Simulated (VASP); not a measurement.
## MnO2: single point with PBEsol

Crystal: MnO2.

```
Mn O
1.0
     2.87386    0.00000    0.00000
    -1.43693    2.48884    0.00000
     0.00000    0.00000   10.28944
Mn O
2 4
Direct
  0.00000 0.00000 0.50000
  0.00000 0.00000 0.00000
  0.66667 0.33333 0.40686
  0.66667 0.33333 0.09314
  0.33333 0.66667 0.59314
  0.33333 0.66667 0.90686
```

This cell differs from its parent crystal: volume scaled by 1.02.

```json
{
 "Program": "VASP 6.6.1",
 "Task": "single point",
 "Functional": "PBEsol",
 "Potentials or basis": "VASP PAW PBE potentials, release 64 (Mn_pv, O)",
 "Cutoff": "520 eV",
 "k mesh": "11 × 11 × 3",
 "Occupations": "fermi-dirac, width 0.05 eV",
 "Spin": "collinear spin, ferromagnetic start",
 "Starting moments": "[4.0, 4.0, 0.0, 0.0, 0.0, 0.0] μB",
 "Dipole correction": "no",
 "Further INCAR settings": "ALGO = Normal; EDIFF = 1e-06; NBANDS = 38"
}
```

| Property | Result |
| --- | --- |
| Pressure | -4.8 GPa |
| Largest force | 0.385 eV/Å |
| Band gap on the k mesh | 0.84 eV, indirect (least direct gap 0.89 eV) |
| Net moment | 6.00 μB per cell |
| Site moments | Mn +2.85; O +0.03 μB |
| Valence electrons inside the program's atomic spheres | Mn 11.72; O 4.96 |

Forces in eV/Å, atoms in the order of the input:
```
Mn   0.000  0.000  0.000
Mn   0.000  0.000  0.000
O    0.000  0.000  0.385
O    0.000  0.000 -0.385
O    0.000  0.000 -0.385
O    0.000  0.000  0.385
```

Stress tensor (GPa, compression positive):
```
-5.72  0.00  0.00
 0.00 -5.72  0.00
 0.00  0.00 -2.89
```

Levels at points of the mesh, in eV from the valence-band top:
Spin up:
```csv
k point,band 25,band 26,band 27,band 28,band 29,band 30,band 31,band 32
"(0.00, 0.00, 0.00)",-1.33,-1.33,-0.27,-0.05,2.83,2.83,2.85,2.85
```
Spin down:
```csv
k point,band 19,band 20,band 21,band 22,band 23,band 24,band 25,band 26
"(0.00, 0.00, 0.00)",-1.29,-1.26,-1.26,-1.21,0.84,0.84,0.84,0.84
```

Wall time 2.2 min on 1 thread of AMD EPYC 9R45 96-Core Processor (Zen 5), with other jobs on the host, peak memory 0.27 GiB.

Caveat: the PAW data sets were made with another functional, which shifts forces and pressure a little; only a ferromagnetic start was run, and an antiferromagnetic order may lie lower in energy. A k mesh can miss the band edges.
